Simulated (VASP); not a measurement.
Here is a VASP 6.6.1 calculation.

Contents of POSCAR:

```
MgO
1.0
    2.1231891914      2.1231891914      0.0000000000
   -2.1231891914      2.1231891914      0.0000000000
    0.0000000000      2.1231891914      2.0895545111
Mg O
1 1
Direct
    0.0000000000      0.0000000000      0.0000000000
    0.5000000000      0.5000000000      0.0000000000
```

Contents of INCAR.step1:

```
SYSTEM = MgO
ALGO = Normal
EDIFF = 1E-5
ENCUT = 920
GGA = PE
GGA_COMPAT = .False.
ISMEAR = 0
LASPH = .True.
LCHARG = .False.
LREAL = .False.
LWAVE = .True.
NBANDS = 15
NELM = 120
PREC = Accurate
SIGMA = 0.01
```

INCAR.step2

```
SYSTEM = MgO
ALGO = Normal
EDIFF = 1E-6
ENCUT = 920
GGA_COMPAT = .False.
ISIF = 2
ISMEAR = 0
ISTART = 1
LASPH = .True.
LCHARG = .False.
LMIXTAU = .True.
LREAL = .False.
LWAVE = .False.
METAGGA = R2SCAN
NBANDS = 15
NELM = 120
PREC = Accurate
SIGMA = 0.01
```

Contents of KPOINTS:

```
k-points
0
Gamma
  10 10 10
  0 0 0
```

Potentials or basis: VASP PAW PBE potentials, release 64 (Mg_sv, O).

Command:

```sh
$ cat potpaw_PBE.64/Mg_sv/POTCAR potpaw_PBE.64/O/POTCAR > POTCAR
$ cp INCAR.step1 INCAR
$ mpirun -np 1 vasp_std > vasp.out
$ cp INCAR.step2 INCAR
$ mpirun -np 1 vasp_std > vasp.out
```

Task: Estimate the pressure.

Result: -1.6 GPa.

Task: Predict the band gap on the k mesh.

Result: 5.55 eV.

Stress tensor (GPa, compression positive):
```
-2.75  0.00  0.00
 0.00 -2.75  0.00
 0.00  0.00  0.63
```

Caveat: the cell differs from its parent crystal (in-plane strain +0.01, then relaxed in part); the PAW data sets were made with another functional, which shifts forces and pressure a little.
